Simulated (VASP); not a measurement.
# HgTe in VASP: notebook, part 2 of 2

VASP 6.6.1. The steps go on from the part before.

### Step 4. Electric field gradients, PBEsol (equal xx and yy strain of -1 %)

INCAR reads:

```
  PREC = Accurate
  ENCUT = 520
  EDIFF = 1E-8
  ISMEAR = -1
  SIGMA = 0.08
  LREAL = F
  LASPH = T
  NELM = 100
  ALGO = Normal
  ISIF = 2
  LWAVE = F
  LCHARG = F
  GGA = PS
  LEFG = T
  NBANDS = 16
```

KPOINTS reads:

```
Automatic mesh
0
Gamma
  12 12 12
```

POSCAR reads:

```
HgTe
1.0
    0.0000000000      2.8922850000      2.9215000000
    2.8922850000      0.0000000000      2.9215000000
    2.8922850000      2.8922850000      0.0000000000
Hg Te
1 1
Direct
    0.0000000000      0.0000000000      0.0000000000
    0.5000000000      0.5000000000      0.5000000000
```

Potentials or basis: VASP PAW PBE potentials, release 64 (Hg, Te).

The run is started by

```sh
cat potpaw_PBE.64/Hg/POTCAR potpaw_PBE.64/Te/POTCAR > POTCAR
mpirun -np 1 vasp_std > vasp.out
```

OUTCAR:

```text
PREC = Accurate
   ENCUT = 520
   EDIFF = 1E-8
   ISMEAR = -1
   LREAL = F
   LASPH = T
   NELM = 100
   ISIF = 2
   GGA = PS

 ion  position               nearest neighbor table
   1  0.000  0.000  0.000-   2 2.89   2 2.89   2 2.89   2 2.89   2 2.92   2 2.92
   2  0.500  0.500  0.500-   1 2.89   1 2.89   1 2.89   1 2.89   1 2.92   1 2.92

  LATTYP: Found a body centered tetragonal cell.
 ALAT       =     4.0903086732
 C/A-ratio  =     1.4284985479

  Lattice vectors:

 A1 = (  -2.8922850000,   0.0000000000,   2.9215000000)
 A2 = (   2.8922850000,   0.0000000000,   2.9215000000)
 A3 = (   0.0000000000,   2.8922850000,  -2.9215000000)

Analysis of symmetry for initial positions (statically):
[... 648 lines left out ...]
 -----------------------------------------------------------------------------
  energy-cutoff  :      520.00
  volume of cell :       48.88
      direct lattice vectors                 reciprocal lattice vectors
     0.000000000  2.892285000  2.921500000    -0.172873697  0.172873697  0.171144960
     2.892285000  0.000000000  2.921500000     0.172873697 -0.172873697  0.171144960
     2.892285000  2.892285000  0.000000000     0.172873697  0.172873697 -0.171144960

 POSITION                                       TOTAL-FORCE (eV/Angst)
 -----------------------------------------------------------------------------------
      0.00000      0.00000      0.00000         0.000000      0.000000      0.000000
      2.89229      2.89229      2.92150        -0.000000     -0.000000      0.000000
 -----------------------------------------------------------------------------------
    total drift:                                0.000000     -0.000000     -0.000000

  FREE ENERGIE OF THE ION-ELECTRON SYSTEM (eV)
  ---------------------------------------------------
  free  energy   TOTEN  =        -4.0847473944 eV

  energy  without entropy=       -4.0611733149  energy(sigma->0) =       -4.07296035

 Electric field gradients (V/A^2)
---------------------------------------------------------------------
 ion       V_xx      V_yy      V_zz      V_xy      V_xz      V_yz
---------------------------------------------------------------------
   1      -8.866    -8.866    17.731    -0.001     0.001     0.001
   2       9.105     9.105   -18.211    -0.000    -0.000    -0.000
---------------------------------------------------------------------

 Electric field gradients after diagonalization (V/A^2)
 (convention: |V_zz| > |V_xx| > |V_yy|)
----------------------------------------------------------------------
 ion       V_xx      V_yy      V_zz     asymmetry (V_yy - V_xx)/ V_zz
----------------------------------------------------------------------
   1      -8.866    -8.865    17.731       0.000
   2       9.105     9.105   -18.211       0.000
----------------------------------------------------------------------

           NMR quadrupolar parameters

 Cq : quadrupolar parameter    Cq=e*Q*V_zz/h
 eta: asymmetry parameters     (V_yy - V_xx)/ V_zz
 Q  : nuclear electric quadrupole moment in mb (millibarn)
----------------------------------------------------------------------
 ion       Cq(MHz)       eta       Q (mb)
----------------------------------------------------------------------
   1       0.043       0.000       1.000
   2      -0.044       0.000       1.000
----------------------------------------------------------------------
```

OSZICAR:

```text
N       E                     dE             d eps       ncg     rms          rms(c)
DAV:   1     0.104962959254E+03    0.10496E+03   -0.84755E+03  5336   0.102E+03
DAV:   2    -0.117313533776E+01   -0.10614E+03   -0.99035E+02  6216   0.238E+02
DAV:   3    -0.431673910024E+01   -0.31436E+01   -0.31337E+01  6472   0.417E+01
DAV:   4    -0.433703286849E+01   -0.20294E-01   -0.20292E-01  6656   0.328E+00
DAV:   5    -0.433735393196E+01   -0.32106E-03   -0.32106E-03  6736   0.380E-01    0.106E+01
DAV:   6    -0.409585438888E+01    0.24150E+00   -0.47953E-01  6544   0.981E+00    0.786E+00
DAV:   7    -0.408697354075E+01    0.88808E-02   -0.83892E-02  6384   0.208E+00    0.241E+00
DAV:   8    -0.408497572495E+01    0.19978E-02   -0.88306E-03  5904   0.113E+00    0.612E-01
DAV:   9    -0.408474228649E+01    0.23344E-03   -0.52360E-04  6848   0.264E-01    0.817E-02
DAV:  10    -0.408474556902E+01   -0.32825E-05   -0.42155E-05  6424   0.602E-02    0.368E-02
DAV:  11    -0.408474786336E+01   -0.22943E-05   -0.57101E-06  6736   0.199E-02    0.204E-02
DAV:  12    -0.408474740158E+01    0.46178E-06   -0.93942E-07  5840   0.845E-03    0.864E-03
DAV:  13    -0.408474739442E+01    0.71625E-08   -0.88272E-08  6840   0.185E-03
   1 F= -.40847474E+01 E0= -.40729604E+01  d E =-.235741E-01
```

It took 52 s on 1 thread of Intel Xeon 6975P-C (Granite Rapids), shared host; peak memory 0.28 GiB.

Results:

```
Free energy            : -4.0847 eV
Pressure               : 8.3 GPa
Band gap on the k mesh : zero (band 9 reaches 6.55 eV, above the bottom of band 10 at 3.14 eV)
```

Electric field gradients, principal values (V/Å²):
```
atom   least  middle  greatest (by size)
1 Hg  -8.865  -8.866              17.731
2 Te   9.105   9.105             -18.211
```

Caveat: the cell differs from its parent crystal (equal xx and yy strain of -1 %); without QUAD_EFG the Cq values of the log hold for a quadrupole moment of 1 mb, not for the nuclei; the PAW data sets were made with another functional, which shifts forces and pressure a little; spin-orbit coupling is left out, which moves the levels of the heavy elements.

### Step 5. Summary

| task | cell | k mesh for the DOS | occupations for the DOS | gap on the mesh (eV) | pressure (GPa) |
| --- | --- | --- | --- | --- | --- |
| electric field gradients | a = 4.132 Å, angles 60.0°, 2 atoms | - | - | none | 6.4 |
| density of states | a = 4.132 Å, angles 60.0°, 2 atoms | 18 × 18 × 18 | tetrahedron | - | - |
| electric field gradients | a = 4.111, b = 4.111, c = 4.090 Å, angles 60.2, 60.2, 59.7°, 2 atoms | - | - | none | 8.3 |

Alike in all rows: level PBEsol; potentials or basis VASP PAW PBE potentials, release 64 (Hg, Te); no spin polarisation; k mesh 12 × 12 × 12; cutoff (eV) 520; smearing fermi-dirac 0.08 eV.

Caveats: the PAW data sets were made with another functional, which shifts forces and pressure a little; spin-orbit coupling is left out, which moves the levels of the heavy elements.

Absolute energies hang on the potentials; compare differences alone.
